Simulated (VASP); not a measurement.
# BaTe (P4/mmm) in VASP: notebook

The runs below take BaTe through single point, with PBEsol.

Everything below comes from runs of VASP 6.6.1. Logs are shortened: lines on timing, memory, paths and dates and some standing lists are left out, and cuts for length are marked.

## (1) The cell of the first run

It takes space group P4/mmm (No. 123, tetragonal). Conventional cell: a = 4.092 Å, b = 4.092 Å, c = 4.433 Å, α = 90.00°, β = 90.00°, γ = 90.00°. Within 4.8 Å of Ba (site symmetry 4/mmm) lie 8 Te at 3.64 Å and 6 Ba at 4.09 to 4.43 Å. Te (site symmetry 4/mmm) has 8 Ba at 3.64 Å and 6 Te at 4.09 to 4.43 Å within 4.8 Å.

## (2) Single point, PBEsol (strain -0.040 along x and y, +0.040 along z)

Contents of INCAR:

```
SYSTEM = BaTe
ALGO     = Normal         ! electronic algorithm
EDIFF    = 1E-6           ! SCF threshold, eV
ENCUT    = 520            ! plane-wave cutoff, eV
GGA      = PS             ! functional
ISIF     = 2              ! what is computed and relaxed
ISMEAR   = 0              ! smearing method
LASPH    = .TRUE.         ! aspherical terms in the spheres
LCHARG   = .TRUE.         ! write CHGCAR
LELF     = .TRUE.         ! ELF
LREAL    = .FALSE.        ! projectors in reciprocal space
LVHAR    = .TRUE.       
LWAVE    = .FALSE.        ! write WAVECAR
NBANDS   = 15             ! bands
NELM     = 100            ! most SCF steps
PREC     = Accurate       ! precision mode
SIGMA    = 0.05           ! smearing width, eV
```

Contents of KPOINTS:

```
k-points
0
G
  6 6 6
  0 0 0
```

Contents of POSCAR:

```
BaTe
1.0
    4.0919673600      0.0000000000      0.0000000000
    0.0000000000      4.0919673600      0.0000000000
    0.0000000000      0.0000000000      4.4329646400
Ba Te
1 1
Direct
    0.0000000000      0.0000000000      0.0000000000
    0.5000000000      0.5000000000      0.5000000000
```

Potentials or basis: VASP PAW PBE potentials, release 64 (Ba_sv, Te).

Started as:

```console
> cat potpaw_PBE.64/Ba_sv/POTCAR potpaw_PBE.64/Te/POTCAR > POTCAR
> mpirun -np 1 vasp_std > vasp.out
```

OUTCAR:

```text
SYSTEM = BaTe
   EDIFF = 1E-6
   ENCUT = 520
   GGA = PS
   ISIF = 2
   ISMEAR = 0
   LASPH = .TRUE.
   LREAL = .FALSE.
   NELM = 100
   PREC = Accurate

 ion  position               nearest neighbor table
   1  0.000  0.000  0.000-   2 3.64   2 3.64   2 3.64   2 3.64   2 3.64   2 3.64   2 3.64   2 3.64

   2  0.500  0.500  0.500-   1 3.64   1 3.64   1 3.64   1 3.64   1 3.64   1 3.64   1 3.64   1 3.64

  LATTYP: Found a simple tetragonal cell.
 ALAT       =     4.0919673600
 C/A-ratio  =     1.0833333333

  Lattice vectors:

 A1 = (   4.0919673600,   0.0000000000,   0.0000000000)
 A2 = (   0.0000000000,   4.0919673600,   0.0000000000)
 A3 = (   0.0000000000,   0.0000000000,   4.4329646400)

Analysis of symmetry for initial positions (statically):
=====================================================================
 Subroutine PRICEL returns:
 Original cell was already a primitive cell.

 Routine SETGRP: Setting up the symmetry group for a
 simple tetragonal supercell.

 Subroutine GETGRP returns: Found 16 space group operations
 (whereof 16 operations were pure point group operations)
 out of a pool of 16 trial point group operations.

The static configuration has the point symmetry D_4h.

Analysis of symmetry for dynamics (positions and initial velocities):
=====================================================================
 Subroutine PRICEL returns:
 Original cell was already a primitive cell.

 Routine SETGRP: Setting up the symmetry group for a
 simple tetragonal supercell.

 Subroutine GETGRP returns: Found 16 space group operations
 (whereof 16 operations were pure point group operations)
 out of a pool of 16 trial point group operations.

The dynamic configuration has the point symmetry D_4h.

 Subroutine INISYM returns: Found 16 space group operations
 (whereof 16 operations are pure point group operations),
 and found     1 'primitive' translations

----------------------------------------------------------------------------------------

                                     Primitive cell

  volume of cell :      74.2264

  direct lattice vectors                    reciprocal lattice vectors
     4.091967360  0.000000000  0.000000000     0.244381226  0.000000000  0.000000000
     0.000000000  4.091967360  0.000000000     0.000000000  0.244381226  0.000000000
     0.000000000  0.000000000  4.432964640     0.000000000  0.000000000  0.225582670

  length of vectors
     4.091967360  4.091967360  4.432964640     0.244381226  0.244381226  0.225582670

  position of ions in fractional coordinates (direct lattice)
     0.000000000  0.000000000  0.000000000
     0.500000000  0.500000000  0.500000000

  ion indices of the primitive-cell ions
   primitive index   ion index
                 1           1
                 2           2

----------------------------------------------------------------------------------------

 KPOINTS: k-points

Automatic generation of k-mesh.
 Grid dimensions read from file:
 generate k-points for:    6    6    6

 Generating k-lattice:

  Cartesian coordinates                     Fractional coordinates (reciprocal lattice)
     0.040730204  0.000000000  0.000000000     0.166666667  0.000000000  0.000000000
     0.000000000  0.040730204  0.000000000     0.000000000  0.166666667  0.000000000
     0.000000000  0.000000000  0.037597112     0.000000000  0.000000000  0.166666667

  Length of vectors
     0.040730204  0.040730204  0.037597112

  Shift w.r.t. Gamma in fractional coordinates (k-lattice)
     0.000000000  0.000000000  0.000000000

 Subroutine IBZKPT returns following result:
 ===========================================

 Found     40 irreducible k-points:

 Following reciprocal coordinates:
            Coordinates               Weight
  0.000000  0.000000  0.000000      1.000000
  0.166667  0.000000  0.000000      4.000000
  0.333333  0.000000  0.000000      4.000000
  0.500000  0.000000  0.000000      2.000000
  0.166667  0.166667  0.000000      4.000000
  0.333333  0.166667  0.000000      8.000000
[... 16 lines left out ...]
  0.333333  0.000000  0.333333      8.000000
  0.500000  0.000000  0.333333      4.000000
 [... further k-points ...]
   k-points           NKPTS =     40   k-points in BZ     NKDIM =     40   number of bands    NBANDS=     15
   number of dos      NEDOS =    301   number of ions     NIONS =      2
   total plane-waves  NPLWV =  32400
   dimension x,y,z NGX =    30 NGY =   30 NGZ =   36
   dimension x,y,z NGXF=    60 NGYF=   60 NGZF=   72
   ions per type =               1   1
   NGX,Y,Z   is equivalent  to a cutoff of  12.19, 12.19, 13.50 a.u.
   NGXF,Y,Z  is equivalent  to a cutoff of  24.38, 24.38, 27.00 a.u.
 SYSTEM =  BaTe
   PREC   = accura    normal or accurate (medium, high low for compatibility)
   ISTART =      0    job   : 0-new  1-cont  2-samecut
   ICHARG =      2    charge: 1-file 2-atom 10-const
   ISPIN  =      1    spin polarized calculation?
   LNONCOLLINEAR =      F non collinear calculations
   LSORBIT =      F    spin-orbit coupling
   LASPH  =      T    aspherical Exc in radial PAW
   ENCUT  =  520.0 eV  38.22 Ry    6.18 a.u.   7.61  7.61  8.24*2*pi/ulx,y,z
   NELM   =    100;   NELMIN=  2; NELMDL= -5     # of ELM steps
   EDIFF  = 0.1E-05   stopping-criterion for ELM
   LREAL  =      F    real-space projection
[... 7 lines left out ...]
   TEBEG  =    0.0;   TEEND  =   0.0 temperature during run
   PSTRESS=    0.0 pullay stress
   NELECT =      16.0000    total number of electrons
   NUPDOWN=      -1.0000    fix difference up-down
   EMIN   =  10.00;   EMAX   =-10.00  energy-range for DOS
   EFERMI =   0.00;   METHOD = LEGACY
   ISMEAR =     0;   SIGMA  =   0.05  broadening in eV -4-tet -1-fermi 0-gaus
   EFERMI_NEDOS =   21; number of points for ismear=-14 and -15
   IALGO  =     38    algorithm
   IMIX   =      4    mixing-type and parameters
     AMIX     =   0.40;   BMIX     =  1.00
     AMIX_MAG =   1.60;   BMIX_MAG =  1.00
  volume/ion in A,a.u.               =      37.11       250.45
  Fermi-wavevector in a.u.,A,eV,Ry     =   0.981587  1.854930 13.109381  0.963512
  Thomas-Fermi vector in A             =   2.112605
   LORBIT       =      0    0 simple, 1 ext, 2 COOP (PROOUT), +10 PAW based schemes
   GGA     = PS    functional components
   LHFCALC =     F    Hartree Fock is set to
   AEXX    =    0.0000 exact exchange contribution
   IVDW    =     0    specifies the selected vdW correction
   LEPSILON=     F    determine dielectric tensor
   LRPA    =     F    only Hartree local field effects (RPA)
 non-spin polarized calculation
 Gauss-broadening in eV      SIGMA  =   0.05
  energy-cutoff  :      520.00
  volume of cell :       74.23
 maximum number of plane-waves:      2012
   NGX = 15   NGY = 15   NGZ = 17

 number of electron      16.0000001 magnetization

 Free energy of the ion-electron system (eV)
  ---------------------------------------------------
  ext. energy  EPLUGINS =         0.00000000
  ---------------------------------------------------
  free energy    TOTEN  =        -8.85830692 eV

  energy without entropy =       -8.85830328  energy(sigma->0) =       -8.85830510

 E-fermi :   4.3786     XC(G=0):  -9.1125

 val. band max:        4.2674624036   @ k =   0.5000   0.0000   0.5000
 cond. band min:       4.4822603941   @ k =   0.0000   0.0000   0.0000
 fundamental gap:      0.2147979905
 Fermi energy:         4.3785540972

 k-point     1 :       0.0000    0.0000    0.0000
  band No.  band energies     occupation
      1     -24.0381      2.00000
      2      -9.0892      2.00000
      3      -9.0148      2.00000
      4      -9.0148      2.00000
      5      -6.5257      2.00000
      6       3.2087      2.00000
      7       3.8919      2.00000
      8       3.8919      2.00000
      9       4.4823      0.00335
     10       4.6366      0.00000
     11       6.5369      0.00000
     12       8.4773      0.00000
     13       8.4773      0.00000
     14       9.0062      0.00000
     15      12.1379      0.00000

 k-point     2 :       0.1667    0.0000    0.0000
  band No.  band energies     occupation
      1     -24.0273      2.00000
      2      -9.2338      2.00000
      3      -9.0685      2.00000
      4      -8.9978      2.00000
      5      -6.2940      2.00000
      6       2.5235      2.00000
      7       3.0470      2.00000
      8       3.7878      2.00000
      9       4.7073      0.00000
     10       5.5235      0.00000
     11       7.6656      0.00000
     12       8.5544      0.00000
     13       8.5875      0.00000
     14       8.9487      0.00000
     15      11.1825      0.00000

 k-point     3 :       0.3333    0.0000    0.0000
  band No.  band energies     occupation
      1     -24.0056      2.00000
      2      -9.6043      2.00000
      3      -9.0265      2.00000
      4      -8.9633      2.00000
      5      -5.8530      2.00000
      6       1.0394      2.00000
      7       2.7297      2.00000
      8       3.5658      2.00000
      9       5.1760      0.00000
     10       7.3032      0.00000
     11       8.8381      0.00000
     12       9.0028      0.00000
     13       9.0488      0.00000
     14       9.1087      0.00000
     15       9.5274      0.00000
[... 343 lines left out ...]
 k-point    23 :       0.3333    0.0000    0.3333
  band No.  band energies     occupation
      1     -23.9934      2.00000
      2      -9.4840      2.00000
      3      -9.3002      2.00000
      4      -8.9427      2.00000
      5      -5.8718      2.00000
      6       1.4484      2.00000
      7       2.0927      2.00000
      8       3.8431      2.00000
      9       5.4366      0.00000
     10       7.2006      0.00000
     11       7.4098      0.00000
     12       8.3944      0.00000
     13       8.4971      0.00000
     14       9.7735      0.00000
     15      11.7183      0.00000

 k-point    24 :       0.5000    0.0000    0.3333
  band No.  band energies     occupation
      1     -23.9828      2.00000
      2      -9.6186      2.00000
      3      -9.2428      2.00000
      4      -8.9279      2.00000
      5      -5.8740      2.00000
      6       1.3510      2.00000
      7       2.1274      2.00000
      8       3.9951      2.00000
      9       5.1794      0.00000
     10       7.1231      0.00000
     11       7.5213      0.00000
     12       7.5944      0.00000
     13       8.9058      0.00000
     14      11.0134      0.00000
     15      11.2436      0.00000

 [... further k-points ...]

------------------------ aborting loop because EDIFF is reached ----------------------------------------

  FORCE on cell =-STRESS in cart. coord.  units (eV):
  Direction    XX          YY          ZZ          XY          YZ          ZX
  --------------------------------------------------------------------------------------
  -------------------------------------------------------------------------------------
  Total        0.7052458      0.7052458     -2.0041055      0.0000000      0.0000000      0.0000000
  in kB       15.2227281     15.2227281    -43.2586121      0.0000000      0.0000000      0.0000000
  external PRESSURE =      -4.2710519 kB  Pullay stress =       0.0000000 kB

 VOLUME and BASIS-vectors are now :
 -----------------------------------------------------------------------------
  energy-cutoff  :      520.00
  volume of cell :       74.23
      direct lattice vectors                 reciprocal lattice vectors
     4.091967360  0.000000000  0.000000000     0.244381226  0.000000000  0.000000000
     0.000000000  4.091967360  0.000000000     0.000000000  0.244381226  0.000000000
     0.000000000  0.000000000  4.432964640     0.000000000  0.000000000  0.225582670

 POSITION                                       TOTAL-FORCE (eV/Angst)
 -----------------------------------------------------------------------------------
      0.00000      0.00000      0.00000         0.000000      0.000000      0.000000
      2.04598      2.04598      2.21648         0.000000      0.000000      0.000000
 -----------------------------------------------------------------------------------
    total drift:                                0.000000     -0.000000     -0.000000

  FREE ENERGIE OF THE ION-ELECTRON SYSTEM (eV)
  ---------------------------------------------------
  free  energy   TOTEN  =        -8.8583069247 eV

  energy  without entropy=       -8.8583032810  energy(sigma->0) =       -8.85830510
```

Wall time 28 s (1 thread of Intel Xeon 8259CL, shared host); peak memory 0.2 GiB.

What came out:

| Item | Value |
| --- | --- |
| Free energy | -8.8583 eV |
| Pressure | -0.4 GPa |
| Band gap on the k mesh | 0.21 eV (least direct gap 0.48 eV) |

Caveat: the cell differs from its parent crystal (strain -0.040 along x and y, +0.040 along z); the PAW data sets were made with another functional, which shifts forces and pressure a little; spin-orbit coupling is left out, which moves the levels of the heavy elements. A k mesh can miss the band edges.

## (3) Single point, PBEsol (strain -0.040 along x and y, +0.080 along z)

Contents of INCAR:

```
PREC = Accurate
ENCUT = 520
EDIFF = 1E-7
ISMEAR = 0
SIGMA = 0.05
LREAL = F
LASPH = T
NELM = 60
ALGO = Normal
ISIF = 2
LWAVE = F
LCHARG = F
GGA = PS
NBANDS = 15
```

Contents of KPOINTS:

```
Automatic mesh
0
Gamma
  6 6 6
```

Changes to POSCAR since step 2:

```diff
@@ -4,3 +4,3 @@
     0.0000000000      4.0919673600      0.0000000000
-    0.0000000000      0.0000000000      4.4329646400
+    0.0000000000      0.0000000000      4.6034632800
 Ba Te
```

Potentials or basis: VASP PAW PBE potentials, release 64 (Ba_sv, Te).

Started as:

```console
> cat potpaw_PBE.64/Ba_sv/POTCAR potpaw_PBE.64/Te/POTCAR > POTCAR
> mpirun -np 1 vasp_std > vasp.out
```

It took 41 s on 1 thread of Intel Xeon 8259CL, shared host; peak memory 0.2 GiB.

It converged, with:

```
Free energy            : -8.7557 eV
Pressure               : -1.6 GPa
Band gap on the k mesh : 0.05 eV (least direct gap 0.33 eV)
```

Stress tensor (GPa, compression positive):
```
 1.12  0.00  0.00
 0.00  1.12  0.00
 0.00  0.00 -7.10
```

Levels at points of the mesh, in eV from the valence-band top:
| k point | band 5 | band 6 | band 7 | band 8 | band 9 | band 10 | band 11 | band 12 |
| --- | --- | --- | --- | --- | --- | --- | --- | --- |
| (0.00, 0.00, 0.00) | -10.79 | -1.34 | -0.38 | -0.38 | 0.05 | 0.32 | 2.04 | 3.95 |
| (0.50, 0.00, 0.00) | -9.99 | -3.79 | -1.93 | -0.72 | 1.13 | 3.89 | 4.47 | 4.68 |
| (0.50, 0.50, 0.00) | -10.03 | -2.42 | -2.42 | -0.85 | 0.84 | 1.23 | 1.87 | 1.87 |
| (0.00, 0.00, 0.50) | -10.11 | -3.86 | -0.92 | -0.92 | 0.80 | 3.50 | 4.55 | 4.63 |
| (0.50, 0.00, 0.50) | -10.26 | -2.63 | -2.28 | 0.00 | 0.33 | 2.39 | 2.57 | 3.09 |
| (0.50, 0.50, 0.50) | -9.79 | -3.29 | -3.29 | -3.26 | 4.00 | 4.45 | 4.45 | 5.33 |

Caveat: the cell differs from its parent crystal (strain -0.040 along x and y, +0.080 along z); the PAW data sets were made with another functional, which shifts forces and pressure a little; spin-orbit coupling is left out, which moves the levels of the heavy elements. A k mesh can miss the band edges.

(Continued in part 2 of 2.)
